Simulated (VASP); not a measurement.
# CaAgI (P4/nmm) in VASP: notebook, part 2 of 2

VASP 6.6.1. The steps go on from the part before.

## 3. Relaxation of cell and atoms, PBEsol

This run uses another cell than the first one, of 28.12 Å³/atom, 1.022 times its volume.

INCAR

```
PREC     = Accurate       # precision mode
ENCUT    = 600            # plane-wave cutoff, eV
EDIFF    = 1E-7           # SCF threshold, eV
ISMEAR   = 1              # smearing method
SIGMA    = 0.025          # smearing width, eV
LREAL    = F              # projectors in reciprocal space
LASPH    = T              # aspherical terms in the spheres
NELM     = 100            # most SCF steps
ALGO     = Normal         # electronic algorithm
ISIF     = 3              # what is computed and relaxed
LWAVE    = F              # write WAVECAR
LCHARG   = F              # write CHGCAR
GGA      = PS             # functional
IBRION   = 2              # ionic algorithm
NSW      = 60             # ionic steps
EDIFFG   = -0.01          # ionic threshold
```

KPOINTS

```
Automatic mesh
0
Gamma
  4 4 2
```

POSCAR

```
CaAgI
1.0
    4.2512030000      0.0000000000      0.0000000000
    0.0000000000      4.2512030000      0.0000000000
    0.0000000000      0.0000000000      9.3367730000
Ca Ag I
2 2 2
Direct
    0.0000000000      0.5000000000      0.1600000000
    0.5000000000      0.0000000000      0.8400000000
    0.0000000000      0.0000000000      0.0000000000
    0.5000000000      0.5000000000      0.0000000000
    0.0000000000      0.5000000000      0.6750000000
    0.5000000000      0.0000000000      0.3250000000
```

Potentials or basis: VASP PAW PBE potentials, release 64 (Ca_sv, Ag, I).

On the command line:

```sh
> cat potpaw_PBE.64/Ca_sv/POTCAR potpaw_PBE.64/Ag/POTCAR potpaw_PBE.64/I/POTCAR > POTCAR
> mpirun -np 1 vasp_std > vasp.out
```

OUTCAR:

```text
PREC = Accurate
   ENCUT = 600
   EDIFF = 1E-7
   ISMEAR = 1
   LREAL = F
   LASPH = T
   NELM = 100
   ISIF = 3
   GGA = PS
   IBRION = 2
   NSW = 60
   EDIFFG = -0.01

 ion  position               nearest neighbor table
   1  0.000  0.500  0.160-   3 2.60   4 2.60   3 2.60   4 2.60
   2  0.500  0.000  0.840-   3 2.60   4 2.60   4 2.60   3 2.60
   3  0.000  0.000  0.000-   1 2.60   2 2.60   1 2.60   2 2.60   4 3.01   4 3.01   4 3.01   4 3.01

   4  0.500  0.500  0.000-   1 2.60   2 2.60   2 2.60   1 2.60   3 3.01   3 3.01   3 3.01   3 3.01

   5  0.000  0.500  0.675-
   6  0.500  0.000  0.325-

  LATTYP: Found a simple tetragonal cell.
 ALAT       =     4.2512030000
 C/A-ratio  =     2.1962660922

  Lattice vectors:

 A1 = (   4.2512030000,   0.0000000000,   0.0000000000)
 A2 = (   0.0000000000,   4.2512030000,   0.0000000000)
 A3 = (   0.0000000000,   0.0000000000,   9.3367730000)

Analysis of symmetry for initial positions (statically):
=====================================================================
 Subroutine PRICEL returns:
 Original cell was already a primitive cell.

 Routine SETGRP: Setting up the symmetry group for a
 simple tetragonal supercell.

 Subroutine GETGRP returns: Found 16 space group operations
 (whereof  8 operations were pure point group operations)
 out of a pool of 16 trial point group operations.

The static configuration has the point symmetry D_2d.
 The point group associated with its full space group is D_4h.

Analysis of symmetry for dynamics (positions and initial velocities):
=====================================================================
 Subroutine PRICEL returns:
 Original cell was already a primitive cell.

 Routine SETGRP: Setting up the symmetry group for a
 simple tetragonal supercell.

 Subroutine GETGRP returns: Found 16 space group operations
 (whereof  8 operations were pure point group operations)
 out of a pool of 16 trial point group operations.

The dynamic configuration has the point symmetry D_2d.
 The point group associated with its full space group is D_4h.

 Subroutine INISYM returns: Found 16 space group operations
 (whereof  8 operations are pure point group operations),
 and found     1 'primitive' translations

----------------------------------------------------------------------------------------

                                     Primitive cell

  volume of cell :     168.7409

  direct lattice vectors                    reciprocal lattice vectors
     4.251203000  0.000000000  0.000000000     0.235227534  0.000000000  0.000000000
     0.000000000  4.251203000  0.000000000     0.000000000  0.235227534  0.000000000
     0.000000000  0.000000000  9.336773000     0.000000000  0.000000000  0.107103386

  length of vectors
     4.251203000  4.251203000  9.336773000     0.235227534  0.235227534  0.107103386

  position of ions in fractional coordinates (direct lattice)
     0.000000000  0.500000000  0.160000000
     0.500000000  0.000000000  0.840000000
     0.000000000  0.000000000  0.000000000
     0.500000000  0.500000000  0.000000000
     0.000000000  0.500000000  0.675000000
     0.500000000  0.000000000  0.325000000

  ion indices of the primitive-cell ions
[... 50 lines left out ...]
   total plane-waves  NPLWV = 103680
   dimension x,y,z NGX =    36 NGY =   36 NGZ =   80
   dimension x,y,z NGXF=    72 NGYF=   72 NGZF=  160
   ions per type =               2   2   2
   NGX,Y,Z   is equivalent  to a cutoff of  14.08, 14.08, 14.24 a.u.
   NGXF,Y,Z  is equivalent  to a cutoff of  28.16, 28.16, 28.49 a.u.
 SYSTEM =  unknown system
   PREC   = accura    normal or accurate (medium, high low for compatibility)
   ISTART =      0    job   : 0-new  1-cont  2-samecut
   ICHARG =      2    charge: 1-file 2-atom 10-const
   ISPIN  =      1    spin polarized calculation?
   LNONCOLLINEAR =      F non collinear calculations
   LSORBIT =      F    spin-orbit coupling
   LASPH  =      T    aspherical Exc in radial PAW
   ENCUT  =  600.0 eV  44.10 Ry    6.64 a.u.   8.49  8.49 18.65*2*pi/ulx,y,z
   NELM   =    100;   NELMIN=  2; NELMDL= -5     # of ELM steps
   EDIFF  = 0.1E-06   stopping-criterion for ELM
   LREAL  =      F    real-space projection
   EDIFFG = -.1E-01   stopping-criterion for IOM
   NSW    =     60    number of steps for IOM
   IBRION =      2    ionic relax: 0-MD 1-quasi-New 2-CG
   NFREE  =      1    steps in history (QN), initial steepest desc. (CG)
   ISIF   =      3    stress and relaxation
   ISYM   =      2    0-nonsym 1-usesym 2-fastsym
   POTIM  = 0.5000    time-step for ionic-motion
   TEBEG  =    0.0;   TEEND  =   0.0 temperature during run
   PSTRESS=    0.0 pullay stress
   NELECT =      56.0000    total number of electrons
   NUPDOWN=      -1.0000    fix difference up-down
   EMIN   =  10.00;   EMAX   =-10.00  energy-range for DOS
   EFERMI =   0.00;   METHOD = LEGACY
   ISMEAR =     1;   SIGMA  =   0.03  broadening in eV -4-tet -1-fermi 0-gaus
   EFERMI_NEDOS =   21; number of points for ismear=-14 and -15
   IALGO  =     38    algorithm
   IMIX   =      4    mixing-type and parameters
     AMIX     =   0.40;   BMIX     =  1.00
     AMIX_MAG =   1.60;   BMIX_MAG =  1.00
  volume/ion in A,a.u.               =      28.12       189.79
  Fermi-wavevector in a.u.,A,eV,Ry     =   1.133437  2.141885 17.479121  1.284679
  Thomas-Fermi vector in A             =   2.270140
   LORBIT       =      0    0 simple, 1 ext, 2 COOP (PROOUT), +10 PAW based schemes
   GGA     = PS    functional components
   LHFCALC =     F    Hartree Fock is set to
   AEXX    =    0.0000 exact exchange contribution
   IVDW    =     0    specifies the selected vdW correction
   LEPSILON=     F    determine dielectric tensor
   LRPA    =     F    only Hartree local field effects (RPA)
 conjugate gradient relaxation of ions
 non-spin polarized calculation
 Methfessel and Paxton  Order N= 1 SIGMA  =   0.03
  energy-cutoff  :      600.00
  volume of cell :      168.74
 maximum number of plane-waves:      5652
 NGX is ok and might be reduce to    36
   NGX = 17   NGY = 17   NGZ = 37

--------------------------------------- Ionic step        1  -------------------------------------------

 number of electron      56.0000003 magnetization

 Free energy of the ion-electron system (eV)
  ---------------------------------------------------
  ext. energy  EPLUGINS =         0.00000000
  ---------------------------------------------------
  free energy    TOTEN  =       -16.20176520 eV

  energy without entropy =      -16.20185579  energy(sigma->0) =      -16.20179540

------------------------ aborting loop because EDIFF is reached ----------------------------------------

  FORCE on cell =-STRESS in cart. coord.  units (eV):
  Direction    XX          YY          ZZ          XY          YZ          ZX
  --------------------------------------------------------------------------------------
  -------------------------------------------------------------------------------------
  Total        8.9522136      8.9522136     12.2179915      0.0000000      0.0000000     -0.0000000
  in kB       85.0003140     85.0003140    116.0085275      0.0000000      0.0000000     -0.0000000
  external PRESSURE =      95.3363852 kB  Pullay stress =       0.0000000 kB
[... 101 lines left out ...]
  FREE ENERGIE OF THE ION-ELECTRON SYSTEM (eV)
  ---------------------------------------------------
  free  energy   TOTEN  =       -18.0040326342 eV

  energy  without entropy=      -18.0041232265  energy(sigma->0) =      -18.00406283

 E-fermi :   5.1396     XC(G=0):  -9.2983

 val. band max:        5.1187655616   @ k =   0.2500   0.2500   0.0000
 cond. band min:       5.3288344604   @ k =   0.2500   0.0000   0.0000
 fundamental gap:      0.2100688988
 Fermi energy:         5.1395937135

 k-point     1 :       0.0000    0.0000    0.0000
  band No.  band energies     occupation
      1     -36.7147      2.00000
      2     -36.7146      2.00000
      3     -17.7908      2.00000
      4     -17.7908      2.00000
      5     -17.7905      2.00000
      6     -17.7905      2.00000
[... 421 lines left out ...]
     32       6.4453      0.00000
     33       6.7307      0.00000

[... ionic steps 4 to 44 ...]

--------------------------------------- Ionic step       45  -------------------------------------------

 number of electron      56.0000006 magnetization

------------------------ aborting loop because EDIFF is reached ----------------------------------------
[... 75 lines left out ...]
--------------------------------------- Ionic step       47  -------------------------------------------

 number of electron      56.0000007 magnetization

 Free energy of the ion-electron system (eV)
  ---------------------------------------------------
  ext. energy  EPLUGINS =         0.00000000
  ---------------------------------------------------
  free energy    TOTEN  =       -19.00770537 eV

  energy without entropy =      -19.00795240  energy(sigma->0) =      -19.00778772

 E-fermi :   5.2596     XC(G=0):  -9.4023

 val. band max:        5.2393512138   @ k =   0.2500   0.2500   0.0000
 cond. band min:       5.5092853168   @ k =   0.2500   0.0000   0.0000
 fundamental gap:      0.2699341030
 Fermi energy:         5.2596252195

 k-point     1 :       0.0000    0.0000    0.0000
  band No.  band energies     occupation
      1     -36.5973      2.00000
      2     -36.5972      2.00000
      3     -17.6712      2.00000
      4     -17.6712      2.00000
      5     -17.6709      2.00000
      6     -17.6709      2.00000
[... 454 lines left out ...]
  FREE ENERGIE OF THE ION-ELECTRON SYSTEM (eV)
  ---------------------------------------------------
  free  energy   TOTEN  =       -19.0077053740 eV

  energy  without entropy=      -19.0079524031  energy(sigma->0) =      -19.00778772

 reached required accuracy - stopping structural energy minimisation
```

It took 36 min on 1 thread of Intel Xeon Platinum 8488C (Sapphire Rapids), shared host; peak memory 0.38 GiB.

Results:

- Free energy: -19.0077 eV
- Relaxed volume: 29.04 Å³/atom
- Relaxed cell: a = 3.851 Å, b = 3.851 Å, c = 11.746 Å, α = 90.00°, β = 90.00°, γ = 90.00°
- Space group after relaxing (to 0.05 Å): P4/nmm (No. 129)
- Energy gained by relaxing: 467.7 meV/atom
- Ionic steps: 47
- Pressure after relaxing: 0.0 GPa
- Largest force after relaxing: 0.005 eV/Å
- Band gap on the k mesh: 0.27 eV, indirect (least direct gap 0.59 eV)

Forces on the atoms (eV/Å):
```
Ca   0.000  0.000 -0.005
Ca   0.000  0.000  0.005
Ag   0.000  0.000  0.000
Ag   0.000  0.000  0.000
I    0.000  0.000  0.003
I    0.000  0.000 -0.003
```

The path:
| step | energy change (eV) | largest force (eV/Å) | pressure (GPa) | volume (Å³) |
| --- | --- | --- | --- | --- |
| 1 | 0.0000 | 4.4418 | 9.53 | 168.74 |
| 3 | -1.8023 | 1.0923 | -1.77 | 208.99 |
| 5 | -2.4575 | 0.2703 | -0.38 | 190.12 |
| 7 | -2.4965 | 0.2475 | 0.12 | 185.41 |
| 9 | -2.5007 | 0.2938 | 0.40 | 183.43 |
| 11 | -2.5192 | 0.1940 | -0.26 | 186.67 |
| 13 | -2.5443 | 0.2274 | 0.51 | 181.13 |
| 15 | -2.5704 | 0.2046 | 0.55 | 181.48 |
| 17 | -2.5797 | 1.0330 | -0.94 | 182.25 |
| 19 | -2.6515 | 0.6161 | -0.34 | 182.05 |
| 21 | -2.6654 | 0.6794 | -0.56 | 181.62 |
| 23 | -2.7190 | 0.5848 | -0.15 | 179.30 |
| 25 | -2.7704 | 0.2229 | 1.10 | 174.88 |
| 27 | -2.7911 | 0.0798 | 0.38 | 178.54 |
| 29 | -2.7949 | 0.0319 | -0.05 | 180.01 |
| 31 | -2.7951 | 0.0354 | -0.03 | 179.87 |
| 33 | -2.7966 | 0.0568 | 0.05 | 178.83 |
| 35 | -2.7973 | 0.0845 | 0.16 | 177.42 |
| 37 | -2.7983 | 0.0815 | 0.13 | 177.23 |
| 39 | -2.8013 | 0.0660 | -0.01 | 176.43 |
| 41 | -2.8039 | 0.0330 | -0.11 | 174.67 |
| 43 | -2.8050 | 0.0187 | 0.02 | 173.50 |
| 45 | -2.8058 | 0.0087 | -0.04 | 174.25 |
| 47 | -2.8059 | 0.0053 | 0.01 | 174.22 |

Final structure:
```cif
data_structure
_symmetry_space_group_name_H-M 'P 1'
_symmetry_Int_Tables_number 1
_cell_length_a 3.8512
_cell_length_b 3.8512
_cell_length_c 11.7459
_cell_angle_alpha 90.000
_cell_angle_beta 90.000
_cell_angle_gamma 90.000
_cell_volume 174.22
loop_
_atom_site_label
_atom_site_type_symbol
_atom_site_fract_x
_atom_site_fract_y
_atom_site_fract_z
_atom_site_occupancy
Ca1 Ca 0.00000 0.50000 0.21778 1
Ca2 Ca 0.50000 0.00000 0.78222 1
Ag1 Ag 0.00000 0.00000 0.00000 1
Ag2 Ag 0.50000 0.50000 0.00000 1
I1 I 0.00000 0.50000 0.63806 1
I2 I 0.50000 0.00000 0.36194 1
```

Caveat: the PAW data sets were made with another functional, which shifts forces and pressure a little; spin-orbit coupling is left out, which moves the levels of the heavy elements.
